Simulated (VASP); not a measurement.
# Pb (Fm-3m) in VASP: a series of runs

Runs on Pb. Level: r2SCAN. Tasks: single point.

All numbers are computed with VASP 6.6.1; they aren't measurements. Logs are shortened: lines on timing, memory, paths and dates and some standing lists are left out, and cuts for length are marked.

**1. The cell of the first run**

Symmetry: Fm-3m, No. 225, cubic system. The conventional cell has a = 4.908 Å, b = 4.908 Å, c = 4.908 Å, α = 90.00°, β = 90.00°, γ = 90.00°. Pb (site symmetry m-3m) has 12 Pb at 3.47 Å within 4.6 Å.

**2. Single point, r2SCAN**

POSCAR reads:

```
Pb
1.0
    0.0000000000      2.4541128439      2.4541128439
    2.4541128439      0.0000000000      2.4541128439
    2.4541128439      2.4541128439      0.0000000000
Pb
1
Direct
    0.0000000000      0.0000000000      0.0000000000
```

INCAR.step1 reads:

```
  PREC = Accurate
  ENCUT = 520
  ISMEAR = -1
  SIGMA = 0.1
  LREAL = F
  LASPH = T
  NELM = 60
  NBANDS = 13
  GGA = PE
  ALGO = Normal
  EDIFF = 1E-4
  LWAVE = T
  LCHARG = F
```

INCAR.step2 reads:

```
  PREC = Accurate
  ENCUT = 520
  EDIFF = 1E-6
  ISMEAR = -1
  SIGMA = 0.1
  LREAL = F
  LASPH = T
  NELM = 60
  ALGO = Normal
  ISIF = 2
  LWAVE = F
  LCHARG = F
  METAGGA = R2SCAN
  LMIXTAU = T
  NBANDS = 13
  ISTART = 1
```

KPOINTS reads:

```
regular mesh
0
Gamma
  12 12 12
```

Potentials or basis: VASP PAW PBE potentials, release 64 (Pb_d).

On the command line:

```
$ cat potpaw_PBE.64/Pb_d/POTCAR > POTCAR
$ cp INCAR.step1 INCAR
$ mpirun -np 1 vasp_std > vasp.out
$ cp INCAR.step2 INCAR
$ mpirun -np 1 vasp_std > vasp.out
```

OUTCAR:

```text
PREC = Accurate
   ENCUT = 520
   EDIFF = 1E-6
   ISMEAR = -1
   LREAL = F
   LASPH = T
   NELM = 60
   ISIF = 2
   METAGGA = R2SCAN
   ISTART = 1

 ion  position               nearest neighbor table
   1  0.000  0.000  0.000-

  LATTYP: Found a face centered cubic cell.
 ALAT       =     4.9082256878

  Lattice vectors:

 A1 = (   0.0000000000,   2.4541128439,   2.4541128439)
 A2 = (   2.4541128439,   0.0000000000,   2.4541128439)
 A3 = (   2.4541128439,   2.4541128439,   0.0000000000)

Analysis of symmetry for initial positions (statically):
=====================================================================
 Subroutine PRICEL returns:
 Original cell was already a primitive cell.

 Routine SETGRP: Setting up the symmetry group for a
 face centered cubic supercell.

 Subroutine GETGRP returns: Found 48 space group operations
 (whereof 48 operations were pure point group operations)
 out of a pool of 48 trial point group operations.

The static configuration has the point symmetry O_h .

Analysis of symmetry for dynamics (positions and initial velocities):
=====================================================================
 Subroutine PRICEL returns:
 Original cell was already a primitive cell.

 Routine SETGRP: Setting up the symmetry group for a
 face centered cubic supercell.

 Subroutine GETGRP returns: Found 48 space group operations
 (whereof 48 operations were pure point group operations)
 out of a pool of 48 trial point group operations.

The dynamic configuration has the point symmetry O_h .

 Subroutine INISYM returns: Found 48 space group operations
 (whereof 48 operations are pure point group operations),
 and found     1 'primitive' translations

----------------------------------------------------------------------------------------

                                     Primitive cell

  volume of cell :      29.5606

  direct lattice vectors                    reciprocal lattice vectors
     0.000000000  2.454112844  2.454112844    -0.203739613  0.203739613  0.203739613
     2.454112844  0.000000000  2.454112844     0.203739613 -0.203739613  0.203739613
     2.454112844  2.454112844  0.000000000     0.203739613  0.203739613 -0.203739613

  length of vectors
     3.470639667  3.470639667  3.470639667     0.352887360  0.352887360  0.352887360

  position of ions in fractional coordinates (direct lattice)
     0.000000000  0.000000000  0.000000000

  ion indices of the primitive-cell ions
   primitive index   ion index
                 1           1

----------------------------------------------------------------------------------------

 KPOINTS: regular mesh

Automatic generation of k-mesh.
 Grid dimensions read from file:
 generate k-points for:   12   12   12

 Generating k-lattice:

  Cartesian coordinates                     Fractional coordinates (reciprocal lattice)
    -0.016978301  0.016978301  0.016978301     0.083333333  0.000000000  0.000000000
     0.016978301 -0.016978301  0.016978301     0.000000000  0.083333333  0.000000000
     0.016978301  0.016978301 -0.016978301     0.000000000  0.000000000  0.083333333

  Length of vectors
     0.029407280  0.029407280  0.029407280

  Shift w.r.t. Gamma in fractional coordinates (k-lattice)
     0.000000000  0.000000000  0.000000000

 Subroutine IBZKPT returns following result:
 ===========================================

 Found     72 irreducible k-points:

 Following reciprocal coordinates:
            Coordinates               Weight
  0.000000  0.000000  0.000000      1.000000
  0.083333  0.000000  0.000000      8.000000
  0.166667  0.000000  0.000000      8.000000
  0.250000  0.000000  0.000000      8.000000
  0.333333  0.000000  0.000000      8.000000
  0.416667  0.000000  0.000000      8.000000
[... 16 lines left out ...]
  0.500000  0.166667  0.000000     24.000000
 -0.416667  0.166667  0.000000     24.000000
 [... further k-points ...]
   k-points           NKPTS =     72   k-points in BZ     NKDIM =     72   number of bands    NBANDS=     13
   number of dos      NEDOS =    301   number of ions     NIONS =      1
   total plane-waves  NPLWV =  21952
   dimension x,y,z NGX =    28 NGY =   28 NGZ =   28
   dimension x,y,z NGXF=    56 NGYF=   56 NGZF=   56
   ions per type =               1
   NGX,Y,Z   is equivalent  to a cutoff of  13.41, 13.41, 13.41 a.u.
   NGXF,Y,Z  is equivalent  to a cutoff of  26.82, 26.82, 26.82 a.u.
 SYSTEM =  unknown system
   PREC   = accura    normal or accurate (medium, high low for compatibility)
   ISTART =      1    job   : 0-new  1-cont  2-samecut
   ICHARG =      0    charge: 1-file 2-atom 10-const
   ISPIN  =      1    spin polarized calculation?
   LNONCOLLINEAR =      F non collinear calculations
   LSORBIT =      F    spin-orbit coupling
   LASPH  =      T    aspherical Exc in radial PAW
   ENCUT  =  520.0 eV  38.22 Ry    6.18 a.u.   6.45  6.45  6.45*2*pi/ulx,y,z
   NELM   =     60;   NELMIN=  2; NELMDL=  0     # of ELM steps
   EDIFF  = 0.1E-05   stopping-criterion for ELM
   LREAL  =      F    real-space projection
[... 7 lines left out ...]
   TEBEG  =    0.0;   TEEND  =   0.0 temperature during run
   PSTRESS=    0.0 pullay stress
   NELECT =      14.0000    total number of electrons
   NUPDOWN=      -1.0000    fix difference up-down
   EMIN   =  10.00;   EMAX   =-10.00  energy-range for DOS
   EFERMI =   0.00;   METHOD = LEGACY
   ISMEAR =    -1;   SIGMA  =   0.10  broadening in eV -4-tet -1-fermi 0-gaus
   EFERMI_NEDOS =   21; number of points for ismear=-14 and -15
   IALGO  =     38    algorithm
   IMIX   =      4    mixing-type and parameters
     AMIX     =   0.40;   BMIX     =  1.00
     AMIX_MAG =   1.60;   BMIX_MAG =  1.00
  volume/ion in A,a.u.               =      29.56       199.48
  Fermi-wavevector in a.u.,A,eV,Ry     =   1.276085  2.411451 22.155635  1.628393
  Thomas-Fermi vector in A             =   2.408761
   LORBIT       =      0    0 simple, 1 ext, 2 COOP (PROOUT), +10 PAW based schemes
   METAGGA = R2SCAN    functional components
   LHFCALC =     F    Hartree Fock is set to
   AEXX    =    0.0000 exact exchange contribution
   IVDW    =     0    specifies the selected vdW correction
   LEPSILON=     F    determine dielectric tensor
   LRPA    =     F    only Hartree local field effects (RPA)
 non-spin polarized calculation
  energy-cutoff  :      520.00
  volume of cell :       29.56
 maximum number of plane-waves:       821
 NGX is ok and might be reduce to    28
   NGX = 13   NGY = 13   NGZ = 13

 number of electron      13.9999999 magnetization

 Free energy of the ion-electron system (eV)
  ---------------------------------------------------
  ext. energy  EPLUGINS =         0.00000000
  ---------------------------------------------------
  free energy    TOTEN  =       -56.26531568 eV

  energy without entropy =      -56.24080026  energy(sigma->0) =      -56.25305797

 E-fermi :   7.5661     XC(G=0): -11.0606

 val. band max:        7.5635392377   @ k =   0.3333   0.3333   0.0000
 cond. band min:       7.5931892732   @ k =  -0.1667   0.2500   0.0833
 fundamental gap:      0.0296500355
 Fermi energy:         7.5660802491

 k-point     1 :       0.0000    0.0000    0.0000
  band No.  band energies     occupation
      1     -10.2277      2.00000
      2     -10.2277      2.00000
      3     -10.2277      2.00000
      4     -10.0681      2.00000
      5     -10.0681      2.00000
      6      -4.9641      2.00000
      7      15.4650      0.00000
      8      15.4650      0.00000
      9      15.4650      0.00000
     10      17.9468      0.00000
     11      20.1639      0.00000
     12      20.8148      0.00000
     13      20.8148      0.00000

 k-point     2 :       0.0833    0.0000    0.0000
  band No.  band energies     occupation
      1     -10.2283      2.00000
      2     -10.2164      2.00000
      3     -10.2164      2.00000
      4     -10.0687      2.00000
      5     -10.0687      2.00000
      6      -4.8198      2.00000
      7      13.8728      0.00000
      8      15.2845      0.00000
      9      15.2845      0.00000
     10      17.6635      0.00000
     11      20.7184      0.00000
     12      21.1340      0.00000
     13      21.1340      0.00000

 k-point     3 :       0.1667    0.0000    0.0000
  band No.  band energies     occupation
      1     -10.2316      2.00000
      2     -10.1939      2.00000
      3     -10.1939      2.00000
      4     -10.0615      2.00000
      5     -10.0615      2.00000
      6      -4.3860      2.00000
      7      11.1222      0.00000
      8      14.8487      0.00000
      9      14.8487      0.00000
     10      17.3827      0.00000
     11      21.0953      0.00000
     12      21.5576      0.00000
     13      21.5576      0.00000
[... 305 lines left out ...]
 k-point    23 :       0.5000    0.1667    0.0000
  band No.  band energies     occupation
      1     -10.2693      2.00000
      2     -10.1868      2.00000
      3     -10.1404      2.00000
      4      -9.9960      2.00000
      5      -9.9080      2.00000
      6      -0.8778      2.00000
      7       3.9844      2.00000
      8      10.4028      0.00000
      9      12.1089      0.00000
     10      15.7256      0.00000
     11      20.7902      0.00000
     12      21.5180      0.00000
     13      22.7972      0.00000

 k-point    24 :      -0.4167    0.1667    0.0000
  band No.  band energies     occupation
      1     -10.2537      2.00000
      2     -10.1897      2.00000
      3     -10.1471      2.00000
      4      -9.9742      2.00000
      5      -9.9325      2.00000
      6      -0.6834      2.00000
      7       3.7132      2.00000
      8       9.9087      0.00000
      9      12.5782      0.00000
     10      15.9946      0.00000
     11      20.3384      0.00000
     12      21.0608      0.00000
     13      23.6750      0.00000

 [... further k-points ...]

------------------------ aborting loop because EDIFF is reached ----------------------------------------

  FORCE on cell =-STRESS in cart. coord.  units (eV):
  Direction    XX          YY          ZZ          XY          YZ          ZX
  --------------------------------------------------------------------------------------
  -------------------------------------------------------------------------------------
  Total        0.5226568      0.5226568      0.5226568      0.0000000      0.0000000     -0.0000000
  in kB       28.3278474     28.3278474     28.3278474      0.0000000      0.0000000     -0.0000000
  external PRESSURE =      28.3278474 kB  Pullay stress =       0.0000000 kB

 VOLUME and BASIS-vectors are now :
 -----------------------------------------------------------------------------
  energy-cutoff  :      520.00
  volume of cell :       29.56
      direct lattice vectors                 reciprocal lattice vectors
     0.000000000  2.454112844  2.454112844    -0.203739613  0.203739613  0.203739613
     2.454112844  0.000000000  2.454112844     0.203739613 -0.203739613  0.203739613
     2.454112844  2.454112844  0.000000000     0.203739613  0.203739613 -0.203739613

 POSITION                                       TOTAL-FORCE (eV/Angst)
 -----------------------------------------------------------------------------------
      0.00000      0.00000      0.00000         0.000000      0.000000      0.000000
 -----------------------------------------------------------------------------------
    total drift:                               -0.000000     -0.000000     -0.000000

  FREE ENERGIE OF THE ION-ELECTRON SYSTEM (eV)
  ---------------------------------------------------
  free  energy   TOTEN  =       -56.2653156804 eV

  energy  without entropy=      -56.2408002614  energy(sigma->0) =      -56.25305797
```

It took 3.6 min on 1 thread of Intel Xeon 8259CL, shared host; peak memory 0.18 GiB.

What came out:

```
Free energy            : -56.2653 eV
Pressure               : 2.8 GPa
Band gap on the k mesh : zero (bands 7 and 8 overlap by 9.65 eV)
```

Levels at points of the mesh, in eV from the Fermi level:
```tsv
k point	band 4	band 5	band 6	band 7	band 8	band 9	band 10	band 11
(0.00, 0.00, 0.00)	-17.63	-17.63	-12.53	7.90	7.90	7.90	10.38	12.60
(0.50, 0.00, 0.00)	-17.48	-17.48	-8.55	-4.56	5.90	5.90	9.93	10.25
(0.50, 0.50, 0.00)	-17.44	-17.44	-6.98	-3.62	2.10	2.10	5.95	7.05
```

Caveat: the PAW data sets were made with another functional, which shifts forces and pressure a little; spin-orbit coupling is left out, which moves the levels of the heavy elements.

**3. Single point, r2SCAN**

This run uses another cell than the first one, of 30.52 Å³/atom.

POSCAR reads:

```
Pb
1.0
    0.0000000000      2.4805031775      2.4805031775
    2.4805031775      0.0000000000      2.4805031775
    2.4805031775      2.4805031775      0.0000000000
Pb
1
Direct
    0.0000000000      0.0000000000      0.0000000000
```

INCAR.step1 reads:

```
PREC = Accurate
ENCUT = 520
ISMEAR = -1
SIGMA = 0.1
LREAL = F
LASPH = T
NELM = 80
NBANDS = 13
GGA = PE
ALGO = Normal
EDIFF = 1E-4
LWAVE = T
LCHARG = F
```

INCAR.step2 reads:

```
PREC = Accurate
ENCUT = 520
EDIFF = 1E-6
ISMEAR = -1
SIGMA = 0.1
LREAL = F
LASPH = T
NELM = 80
ALGO = Normal
ISIF = 2
LWAVE = F
LCHARG = F
METAGGA = R2SCAN
LMIXTAU = T
NBANDS = 13
ISTART = 1
```

KPOINTS reads:

```
Automatic mesh
0
Gamma
  12 12 12
```

Potentials or basis: VASP PAW PBE potentials, release 64 (Pb_d).

On the command line:

```
$ cat potpaw_PBE.64/Pb_d/POTCAR > POTCAR
$ cp INCAR.step1 INCAR
$ mpirun -np 1 vasp_std > vasp.out
$ cp INCAR.step2 INCAR
$ mpirun -np 1 vasp_std > vasp.out
```

It took 3.4 min on 1 thread of Intel Xeon 8259CL, shared host; peak memory 0.18 GiB.

It converged, with:

```yaml
Free_energy: -56.2777 eV
Pressure: 1.2 GPa
Band_gap_on_the_k_mesh: zero (bands 7 and 8 overlap by 9.31 eV)
```

Levels at points of the mesh, in eV from the Fermi level:
| k point | band 3 | band 4 | band 5 | band 6 | band 7 | band 8 | band 9 | band 10 | band 11 | band 12 |
| --- | --- | --- | --- | --- | --- | --- | --- | --- | --- | --- |
| (0.00, 0.00, 0.00) | -17.76 | -17.62 | -17.62 | -12.30 | 7.63 | 7.63 | 7.63 | 10.36 | 12.16 | 13.01 |
| (0.50, 0.00, 0.00) | -17.75 | -17.48 | -17.48 | -8.52 | -4.39 | 5.71 | 5.71 | 9.91 | 9.95 | 11.71 |
| (0.50, 0.50, 0.00) | -17.49 | -17.44 | -17.44 | -7.03 | -3.48 | 2.07 | 2.07 | 5.85 | 6.95 | 19.21 |

Caveat: the PAW data sets were made with another functional, which shifts forces and pressure a little; spin-orbit coupling is left out, which moves the levels of the heavy elements.

**4. Single point, r2SCAN**

This run uses another cell than the first one, of 30.52 Å³/atom.

POSCAR is that of step 3.

INCAR.step1 reads:

```
SYSTEM = Pb
ALGO = Normal
EDIFF = 1E-4
ENCUT = 520
GGA = PE
ISMEAR = -1
LASPH = .True.
LCHARG = .False.
LREAL = .False.
LWAVE = .True.
NBANDS = 13
NELM = 60
PREC = Accurate
SIGMA = 0.1
```

INCAR.step2 reads:

```
SYSTEM = Pb
ALGO = Normal
EDIFF = 1E-6
ENCUT = 520
ISIF = 2
ISMEAR = -1
ISTART = 1
LASPH = .True.
LCHARG = .True.
LELF = .True.
LMIXTAU = .True.
LREAL = .False.
LVHAR = .True.
LWAVE = .False.
METAGGA = R2SCAN
NBANDS = 13
NELM = 60
PREC = Accurate
SIGMA = 0.1
```

KPOINTS reads:

```
k-points
0
Gamma
  12 12 12
  0 0 0
```

On the command line:

```
$ cat potpaw_PBE.64/Pb_d/POTCAR > POTCAR
$ cp INCAR.step1 INCAR
$ mpirun -np 1 vasp_std > vasp.out
$ cp INCAR.step2 INCAR
$ mpirun -np 1 vasp_std > vasp.out
```

Run time: 3.4 min. Hardware: 1 thread of Intel Xeon 8259CL, shared host; peak memory 0.18 GiB.

It converged, with:

```yaml
Free_energy: -56.2777 eV
Pressure: 1.2 GPa
Band_gap_on_the_k_mesh: zero (bands 7 and 8 overlap by 9.31 eV)
```

Levels at points of the mesh, in eV from the Fermi level:
```
           k point  band 4  band 5  band 6  band 7  band 8  band 9  band 10  band 11
(0.00, 0.00, 0.00)  -17.62  -17.62  -12.30    7.63    7.63    7.63    10.36    12.16
(0.50, 0.00, 0.00)  -17.48  -17.48   -8.52   -4.39    5.71    5.71     9.91     9.95
(0.50, 0.50, 0.00)  -17.44  -17.44   -7.03   -3.48    2.07    2.07     5.85     6.95
```

Caveat: the PAW data sets were made with another functional, which shifts forces and pressure a little; spin-orbit coupling is left out, which moves the levels of the heavy elements.

The gap in the log of VASP goes by the Fermi energy; the results here count the filled bands.